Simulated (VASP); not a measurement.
Here is a VASP 6.6.1 calculation.

Contents of INCAR:

```
  PREC = Accurate
  ENCUT = 520
  EDIFF = 1E-6
  ISMEAR = 0
  SIGMA = 0.1
  LREAL = False
  LASPH = True
  NELM = 60
  ALGO = Normal
  ISIF = 2
  LWAVE = False
  LCHARG = False
  GGA = PS
  NBANDS = 8
```

The input KPOINTS:

```
Automatic mesh
0
Gamma
  18 18 18
```

Contents of POSCAR:

```
Al
1.0
    0.0000000000      1.9835813592      1.9835813592
    1.9835813592      0.0000000000      1.9835813592
    1.9835813592      1.9835813592      0.0000000000
Al
1
Direct
    0.0000000000      0.0000000000      0.0000000000
```

Potentials or basis: VASP PAW PBE potentials, release 64 (Al).

Command:

```bash
$ cat potpaw_PBE.64/Al/POTCAR > POTCAR
$ mpirun -np 1 vasp_std > vasp.out
```

(1) Estimate the band gap on the k mesh.

(2) Predict the pressure.

## Answers

(1) zero (an odd number of electrons rules out a gap without spin polarisation).

(2) 3.2 GPa.

Caveat: the cell differs from its parent crystal (strained); the cell stands under pressure; the PAW data sets were made with another functional, which shifts forces and pressure a little.
